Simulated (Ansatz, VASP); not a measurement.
**B2W: VASP beside Ansatz**

INCAR

```
SYSTEM = B2W
ALGO = Normal
EDIFF = 1E-6
ENCUT = 520
GGA = CA
ISIF = 2
ISMEAR = -1
LASPH = .True.
LCHARG = .True.
LELF = .True.
LREAL = .False.
LVHAR = .True.
LWAVE = .False.
NBANDS = 17
NELM = 100
PREC = Accurate
SIGMA = 0.05
```

KPOINTS

```
k-points
0
Gamma
  14 14 12
  0 0 0
```

Contents of POSCAR:

```
B2W
1.0
    3.0300347215      0.0000000000      0.0000000000
   -1.5150173608      2.6240870432      0.0000000000
    0.0000000000      0.0000000000      3.0601329648
B W
2 1
Direct
    0.3333333333      0.6666666667      0.5000000000
    0.6666666667      0.3333333333      0.5000000000
    0.0000000000      0.0000000000      0.0000000000
```

Input for Ansatz:

```yaml
crystal:
  lattice:
    - [3.0300347215, 0.0, 0.0]
    - [-1.5150173608, 2.6240870432, 0.0]
    - [0.0, 0.0, 3.0601329648]
  atoms:
    - { symbol: B, position: [0.3333333333, 0.6666666667, 0.5] }
    - { symbol: B, position: [0.6666666667, 0.3333333333, 0.5] }
    - { symbol: W, position: [0.0, 0.0, 0.0] }
kpoints:
  mp_grid: { grid: [14, 14, 12] }
  band_path:
    path:
      - [0.0, 0.0, 0.0]
      - [0.5, 0.0, 0.0]
      - [0.3333333333, 0.3333333333, 0.0]
      - [0.0, 0.0, 0.0]
      - [0.0, 0.0, 0.5]
      - [0.5, 0.0, 0.5]
      - [0.3333333333, 0.3333333333, 0.5]
      - [0.0, 0.0, 0.5]
      - [0.5, 0.0, 0.5]
    npoints: 5
scf:
  occupations: { method: fermi_dirac, width: 0.05 }
hamiltonian:
  xc: lda
  pseudopotentials: { kind: all_electron, lapw: { basis_error: 0.0005 } }
output:
  forces: true
  stress: true
  eigenvalues: true
```

Change from the starting cell: volume scaled by 1.01.

Alike in both runs: task single point; functional LDA; k mesh 14 × 14 × 12; occupations fermi-dirac, width 0.05 eV; no spin polarisation.

```csv
,VASP,Ansatz
version,VASP 6.6.1,Ansatz 0.2.0
potentials or method,"VASP PAW LDA potentials, release 64 (B, W_sv), cutoff 520 eV","all-electron LAPW, scalar-relativistic"
```

VASP gave:

| Item | Value |
| --- | --- |
| pressure (GPa) | 19.9 |
| traceless stress, the component that is largest in VASP (GPa) | 11.13 |

Question: Which values does Ansatz return?

Answer: Pressure (GPa): 17.7; traceless stress, the component that is largest in VASP (GPa): 10.91.

LDA's correlation is that of Perdew and Zunger in VASP and of Perdew and Wang (1992) in Ansatz. Ansatz ran all-electron here, and VASP with PAW potentials.

Spin-orbit coupling is off throughout.
